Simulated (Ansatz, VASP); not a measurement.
## Ir in VASP and in Ansatz

```xyz
2
Lattice="1.3522 0.7807 4.7746 -1.3522 0.7807 4.7746 0.0000 -1.5614 4.7746" Properties=species:S:1:pos:R:3 pbc="T T T"
Ir    0.0000    0.0000    1.2684
Ir    0.0000    0.0000   13.0554
```

Alike in both runs: functional PBE; k mesh 24 × 24 × 24; occupations gaussian, width 0.1 eV; no spin polarisation.

Ansatz relaxed the structure, and its values are those at the end. VASP's run is a single point on that final structure, the one shown.

|  | VASP | Ansatz |
| --- | --- | --- |
| version | VASP 6.6.1 | Ansatz 0.2.0 |
| potentials or method | VASP PAW PBE potentials, release 64 (Ir), cutoff 520 eV | scalar-relativistic, plane waves, PAW |
| valence electrons in the cell | 18 | 34 |

```csv
,VASP,Ansatz,Ansatz less VASP
gap on the k mesh at the Fermi level (eV),none,none,-
pressure (GPa),0.3,0.0,-0.31
rms of the force components (eV/Å),0.017,0.000,-0.0168
```

A gap of «none» marks a metal or a gap that the smearing closes. The functional is the same, so the differences come from potentials, cutoffs and numerics. VASP's potentials hold 18 valence electrons a cell and Ansatz's 34, so a difference there can come from the potentials and not from the codes.

Spin-orbit coupling is off throughout.
